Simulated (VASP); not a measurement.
# InP (Fm-3m) in VASP: a series of runs

Runs on InP. Level: PBE. Tasks: single point.

All numbers are computed with VASP 6.6.1; they aren't measurements. Logs are shortened: lines on timing, memory, paths and dates and some standing lists are left out, and cuts for length are marked.

**1. The cell of the first run**

The structure is cubic, space group Fm-3m (No. 225). The conventional cell has a = 5.594 Å, b = 5.594 Å, c = 5.594 Å, α = 90.00°, β = 90.00°, γ = 90.00°. Within 3.7 Å of In (site symmetry m-3m) lie 6 P at 2.80 Å. Within 3.7 Å of P (site symmetry m-3m) lie 6 In at 2.80 Å.

**2. Single point, PBE (volume scaled by 0.9405)**

Contents of INCAR:

```
PREC = Accurate
ENCUT = 520
EDIFF = 1E-7
ISMEAR = -1
SIGMA = 0.03
LREAL = False
LASPH = True
NELM = 80
ALGO = Normal
ISIF = 2
LWAVE = False
LCHARG = False
GGA = PE
NBANDS = 16
```

Contents of KPOINTS:

```
Automatic mesh
0
Gamma
  11 11 11
```

Contents of POSCAR:

```
InP
1.0
    0.0000000000      2.7972141245      2.7972141245
    2.7972141245      0.0000000000      2.7972141245
    2.7972141245      2.7972141245      0.0000000000
In P
1 1
Direct
    0.0000000000      0.0000000000      0.0000000000
    0.5000000000      0.5000000000      0.5000000000
```

Potentials or basis: VASP PAW PBE potentials, release 64 (In_d, P).

Command:

```bash
cat potpaw_PBE.64/In_d/POTCAR potpaw_PBE.64/P/POTCAR > POTCAR
mpirun -np 1 vasp_std > vasp.out
```

OUTCAR:

```text
PREC = Accurate
   ENCUT = 520
   EDIFF = 1E-7
   ISMEAR = -1
   LREAL = False
   LASPH = True
   NELM = 80
   ISIF = 2
   GGA = PE

 ion  position               nearest neighbor table
   1  0.000  0.000  0.000-   2 2.80   2 2.80   2 2.80   2 2.80   2 2.80   2 2.80
   2  0.500  0.500  0.500-   1 2.80   1 2.80   1 2.80   1 2.80   1 2.80   1 2.80

  LATTYP: Found a face centered cubic cell.
 ALAT       =     5.5944282490

  Lattice vectors:

 A1 = (   0.0000000000,   2.7972141245,   2.7972141245)
 A2 = (   2.7972141245,   0.0000000000,   2.7972141245)
 A3 = (   2.7972141245,   2.7972141245,   0.0000000000)

Analysis of symmetry for initial positions (statically):
=====================================================================
 Subroutine PRICEL returns:
 Original cell was already a primitive cell.

 Routine SETGRP: Setting up the symmetry group for a
 face centered cubic supercell.

 Subroutine GETGRP returns: Found 48 space group operations
 (whereof 48 operations were pure point group operations)
 out of a pool of 48 trial point group operations.

The static configuration has the point symmetry O_h .

Analysis of symmetry for dynamics (positions and initial velocities):
=====================================================================
 Subroutine PRICEL returns:
 Original cell was already a primitive cell.

 Routine SETGRP: Setting up the symmetry group for a
 face centered cubic supercell.

 Subroutine GETGRP returns: Found 48 space group operations
 (whereof 48 operations were pure point group operations)
 out of a pool of 48 trial point group operations.

The dynamic configuration has the point symmetry O_h .

 Subroutine INISYM returns: Found 48 space group operations
 (whereof 48 operations are pure point group operations),
 and found     1 'primitive' translations

----------------------------------------------------------------------------------------

                                     Primitive cell

  volume of cell :      43.7731

  direct lattice vectors                    reciprocal lattice vectors
     0.000000000  2.797214124  2.797214124    -0.178749276  0.178749276  0.178749276
     2.797214124  0.000000000  2.797214124     0.178749276 -0.178749276  0.178749276
     2.797214124  2.797214124  0.000000000     0.178749276  0.178749276 -0.178749276

  length of vectors
     3.955858152  3.955858152  3.955858152     0.309602828  0.309602828  0.309602828

  position of ions in fractional coordinates (direct lattice)
     0.000000000  0.000000000  0.000000000
     0.500000000  0.500000000  0.500000000

  ion indices of the primitive-cell ions
   primitive index   ion index
                 1           1
                 2           2

----------------------------------------------------------------------------------------

 KPOINTS: Automatic mesh

Automatic generation of k-mesh.
 Grid dimensions read from file:
 generate k-points for:   11   11   11

 Generating k-lattice:

  Cartesian coordinates                     Fractional coordinates (reciprocal lattice)
    -0.016249934  0.016249934  0.016249934     0.090909091  0.000000000  0.000000000
     0.016249934 -0.016249934  0.016249934     0.000000000  0.090909091  0.000000000
     0.016249934  0.016249934 -0.016249934     0.000000000  0.000000000  0.090909091

  Length of vectors
     0.028145712  0.028145712  0.028145712

  Shift w.r.t. Gamma in fractional coordinates (k-lattice)
     0.000000000  0.000000000  0.000000000

 Subroutine IBZKPT returns following result:
 ===========================================

 Found     56 irreducible k-points:

 Following reciprocal coordinates:
            Coordinates               Weight
  0.000000  0.000000  0.000000      1.000000
  0.090909  0.000000  0.000000      8.000000
  0.181818  0.000000  0.000000      8.000000
  0.272727  0.000000  0.000000      8.000000
  0.363636  0.000000  0.000000      8.000000
  0.454545  0.000000  0.000000      8.000000
[... 16 lines left out ...]
 -0.272727  0.181818  0.000000     24.000000
 -0.181818  0.181818  0.000000     12.000000
 [... further k-points ...]
   k-points           NKPTS =     56   k-points in BZ     NKDIM =     56   number of bands    NBANDS=     16
   number of dos      NEDOS =    301   number of ions     NIONS =      2
   total plane-waves  NPLWV =  27000
   dimension x,y,z NGX =    30 NGY =   30 NGZ =   30
   dimension x,y,z NGXF=    60 NGYF=   60 NGZF=   60
   ions per type =               1   1
   NGX,Y,Z   is equivalent  to a cutoff of  12.61, 12.61, 12.61 a.u.
   NGXF,Y,Z  is equivalent  to a cutoff of  25.22, 25.22, 25.22 a.u.
 SYSTEM =  unknown system
   PREC   = accura    normal or accurate (medium, high low for compatibility)
   ISTART =      0    job   : 0-new  1-cont  2-samecut
   ICHARG =      2    charge: 1-file 2-atom 10-const
   ISPIN  =      1    spin polarized calculation?
   LNONCOLLINEAR =      F non collinear calculations
   LSORBIT =      F    spin-orbit coupling
   LASPH  =      T    aspherical Exc in radial PAW
   ENCUT  =  520.0 eV  38.22 Ry    6.18 a.u.   7.36  7.36  7.36*2*pi/ulx,y,z
   NELM   =     80;   NELMIN=  2; NELMDL= -5     # of ELM steps
   EDIFF  = 0.1E-06   stopping-criterion for ELM
   LREAL  =      F    real-space projection
   EDIFFG = 0.1E-05   stopping-criterion for IOM
   NSW    =      0    number of steps for IOM
   IBRION =     -1    ionic relax: 0-MD 1-quasi-New 2-CG
   NFREE  =      0    steps in history (QN), initial steepest desc. (CG)
   ISIF   =      2    stress and relaxation
   ISYM   =      2    0-nonsym 1-usesym 2-fastsym
   POTIM  = 0.5000    time-step for ionic-motion
   TEBEG  =    0.0;   TEEND  =   0.0 temperature during run
   PSTRESS=    0.0 pullay stress
   NELECT =      18.0000    total number of electrons
   NUPDOWN=      -1.0000    fix difference up-down
   EMIN   =  10.00;   EMAX   =-10.00  energy-range for DOS
   EFERMI =   0.00;   METHOD = LEGACY
   ISMEAR =    -1;   SIGMA  =   0.03  broadening in eV -4-tet -1-fermi 0-gaus
   EFERMI_NEDOS =   21; number of points for ismear=-14 and -15
   IALGO  =     38    algorithm
   IMIX   =      4    mixing-type and parameters
     AMIX     =   0.40;   BMIX     =  1.00
     AMIX_MAG =   1.60;   BMIX_MAG =  1.00
  volume/ion in A,a.u.               =      21.89       147.70
  Fermi-wavevector in a.u.,A,eV,Ry     =   1.217391  2.300535 20.164378  1.482040
  Thomas-Fermi vector in A             =   2.352713
   LORBIT       =      0    0 simple, 1 ext, 2 COOP (PROOUT), +10 PAW based schemes
   GGA     = PE    functional components
   LHFCALC =     F    Hartree Fock is set to
   AEXX    =    0.0000 exact exchange contribution
   IVDW    =     0    specifies the selected vdW correction
   LEPSILON=     F    determine dielectric tensor
   LRPA    =     F    only Hartree local field effects (RPA)
 non-spin polarized calculation
  energy-cutoff  :      520.00
  volume of cell :       43.77
 maximum number of plane-waves:      1243
 NGX is ok and might be reduce to    30
   NGX = 15   NGY = 15   NGZ = 15

 number of electron      18.0000004 magnetization

 Free energy of the ion-electron system (eV)
  ---------------------------------------------------
  ext. energy  EPLUGINS =         0.00000000
  ---------------------------------------------------
  free energy    TOTEN  =        -7.91335179 eV

  energy without entropy =       -7.91135147  energy(sigma->0) =       -7.91235163

 E-fermi :   6.6497     XC(G=0): -10.2559

 val. band max:        6.6444271683   @ k =  -0.0909   0.0909   0.0000
 cond. band min:       6.6891986355   @ k =   0.3636   0.0000   0.0000
 fundamental gap:      0.0447714672
 Fermi energy:         6.6497176710

 k-point     1 :       0.0000    0.0000    0.0000
  band No.  band energies     occupation
      1      -7.5096      2.00000
      2      -7.5096      2.00000
      3      -7.4917      2.00000
      4      -7.4917      2.00000
      5      -7.4917      2.00000
      6      -5.1223      2.00000
[... 8 lines left out ...]
     15      14.9600      0.00000
     16      14.9600      0.00000

 k-point     2 :       0.0909    0.0000    0.0000
  band No.  band energies     occupation
      1      -7.5130      2.00000
      2      -7.5130      2.00000
      3      -7.4917      2.00000
      4      -7.4869      2.00000
      5      -7.4869      2.00000
      6      -5.0231      2.00000
[... 8 lines left out ...]
     15      14.3895      0.00000
     16      14.9675      0.00000

 k-point     3 :       0.1818    0.0000    0.0000
  band No.  band energies     occupation
      1      -7.5243      2.00000
      2      -7.5243      2.00000
      3      -7.4925      2.00000
      4      -7.4716      2.00000
      5      -7.4716      2.00000
      6      -4.7308      2.00000
[... 8 lines left out ...]
     15      14.7388      0.00000
     16      14.8470      0.00000

 k-point     4 :       0.2727    0.0000    0.0000
  band No.  band energies     occupation
      1      -7.5400      2.00000
      2      -7.5400      2.00000
      3      -7.4946      2.00000
      4      -7.4505      2.00000
      5      -7.4505      2.00000
      6      -4.2681      2.00000
[... 8 lines left out ...]
     15      15.5757      0.00000
     16      15.5757      0.00000
[... 324 lines left out ...]
 k-point    22 :      -0.3636    0.1818    0.0000
  band No.  band energies     occupation
      1      -7.6035      2.00000
      2      -7.5470      2.00000
      3      -7.4810      2.00000
      4      -7.4403      2.00000
      5      -7.4251      2.00000
      6      -3.0136      2.00000
[... 8 lines left out ...]
     15      16.6910      0.00000
     16      18.0500      0.00000

 k-point    23 :      -0.2727    0.1818    0.0000
  band No.  band energies     occupation
      1      -7.5766      2.00000
      2      -7.5477      2.00000
      3      -7.4830      2.00000
      4      -7.4426      2.00000
      5      -7.4424      2.00000
      6      -3.5467      2.00000
[... 8 lines left out ...]
     15      16.8564      0.00000
     16      18.8183      0.00000

 k-point    24 :      -0.1818    0.1818    0.0000
  band No.  band energies     occupation
      1      -7.5491      2.00000
      2      -7.5430      2.00000
      3      -7.4888      2.00000
      4      -7.4592      2.00000
      5      -7.4470      2.00000
      6      -4.0899      2.00000
[... 8 lines left out ...]
     15      16.7236      0.00000
     16      17.6373      0.00000

 [... further k-points ...]
[... 5 lines left out ...]
  --------------------------------------------------------------------------------------
  -------------------------------------------------------------------------------------
  Total       -0.5752998     -0.5752998     -0.5752998      0.0000000      0.0000000      0.0000000
  in kB      -21.0570557    -21.0570557    -21.0570557      0.0000000      0.0000000      0.0000000
  external PRESSURE =     -21.0570557 kB  Pullay stress =       0.0000000 kB

 VOLUME and BASIS-vectors are now :
 -----------------------------------------------------------------------------
  energy-cutoff  :      520.00
  volume of cell :       43.77
      direct lattice vectors                 reciprocal lattice vectors
     0.000000000  2.797214124  2.797214124    -0.178749276  0.178749276  0.178749276
     2.797214124  0.000000000  2.797214124     0.178749276 -0.178749276  0.178749276
     2.797214124  2.797214124  0.000000000     0.178749276  0.178749276 -0.178749276

 POSITION                                       TOTAL-FORCE (eV/Angst)
 -----------------------------------------------------------------------------------
      0.00000      0.00000      0.00000        -0.000000     -0.000000     -0.000000
      2.79721      2.79721      2.79721         0.000000      0.000000      0.000000
 -----------------------------------------------------------------------------------
    total drift:                               -0.000000      0.000000      0.000000

  FREE ENERGIE OF THE ION-ELECTRON SYSTEM (eV)
  ---------------------------------------------------
  free  energy   TOTEN  =        -7.9133517918 eV

  energy  without entropy=       -7.9113514679  energy(sigma->0) =       -7.91235163
```

Run time: 33 s. Hardware: 1 thread of Intel Xeon Platinum 8488C (Sapphire Rapids), shared host; peak memory 0.18 GiB.

Results:

| Property | Result |
| --- | --- |
| Free energy | -7.9134 eV |
| Pressure | -2.1 GPa |
| Band gap on the k mesh | zero (band 9 reaches 6.97 eV, above the bottom of band 10 at 4.47 eV) |

Levels at points of the mesh, in eV from the Fermi level:
```tsv
k point	band 5	band 6	band 7	band 8	band 9	band 10	band 11	band 12	band 13	band 14
(0.00, 0.00, 0.00)	-14.14	-11.77	-0.24	-0.24	-0.24	0.30	7.11	7.11	7.11	8.31
```

Caveat: spin-orbit coupling is left out, which moves the levels of the heavy elements.

**3. Single point, PBE (volume scaled by 0.97)**

Contents of INCAR:

```
SYSTEM = InP
PREC = Accurate
ENCUT = 520
EDIFF = 1E-6
ISMEAR = -1
SIGMA = 0.03
LREAL = .False.
LASPH = .True.
NELM = 60
ALGO = Normal
ISIF = 2
LWAVE = .False.
LCHARG = .True.
GGA = PE
LELF = .True.
LVHAR = .True.
NBANDS = 16
```

Contents of KPOINTS:

```
Automatic mesh
0
Gamma
  11 11 11
  0 0 0
```

Contents of POSCAR:

```
InP
1.0
    0.0000000000      2.8261596444      2.8261596444
    2.8261596444      0.0000000000      2.8261596444
    2.8261596444      2.8261596444      0.0000000000
In P
1 1
Direct
    0.0000000000      0.0000000000      0.0000000000
    0.5000000000      0.5000000000      0.5000000000
```

Potentials or basis: VASP PAW PBE potentials, release 64 (In_d, P).

Command:

```bash
cat potpaw_PBE.64/In_d/POTCAR potpaw_PBE.64/P/POTCAR > POTCAR
mpirun -np 1 vasp_std > vasp.out
```

Wall time 29 s (1 thread of Intel Xeon Platinum 8488C (Sapphire Rapids), shared host); peak memory 0.19 GiB.

It converged, with:

- Free energy: -7.8877 eV
- Pressure: -3.9 GPa
- Band gap on the k mesh: zero (band 9 reaches 6.60 eV, above the bottom of band 10 at 4.20 eV)

Levels at points of the mesh, in eV from the Fermi level:
| k point | band 7 | band 8 | band 9 | band 10 | band 11 | band 12 |
| --- | --- | --- | --- | --- | --- | --- |
| (0.00, 0.00, 0.00) | -0.22 | -0.22 | -0.22 | 0.07 | 7.11 | 7.11 |

Caveat: spin-orbit coupling is left out, which moves the levels of the heavy elements.

(Continued in part 2 of 3.)
